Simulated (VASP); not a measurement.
Ru, 2 atoms in the cell. The structure is hexagonal, space group P6_3/mmc (No. 194). Conventional cell: a = 2.641 Å, b = 2.641 Å, c = 4.175 Å, α = 90.00°, β = 90.00°, γ = 120.00°. Within 3.4 Å of Ru (site symmetry -6m2) lie 12 Ru at 2.59 to 2.64 Å. 

- Program: VASP 6.6.1
- Task: single point
- Functional: LDA
- Potentials or basis: VASP PAW LDA potentials, release 64 (Ru_pv)
- Cutoff: 520 eV
- k mesh: 20 × 20 × 12
- Occupations: fermi-dirac, width 0.1 eV
- Spin: no spin polarisation
- Dipole correction: no
- Further INCAR settings: ALGO = Normal; EDIFF = 1e-07; NBANDS = 21

Potentials or basis: VASP PAW LDA potentials, release 64 (Ru_pv).

The run is started by

```console
$ cat potpaw_LDA.64/Ru_pv/POTCAR > POTCAR
$ mpirun -np 1 vasp_std > vasp.out
```

Hardware: 1 thread of AMD EPYC 7R13, on a shared host.

**Question.** How long does it take, and how much memory?

**Answer.** Wall time 3.8 min on 1 thread of AMD EPYC 7R13, on a shared host, peak memory 0.2 GiB. Counts: scf iterations 12, k points 308.
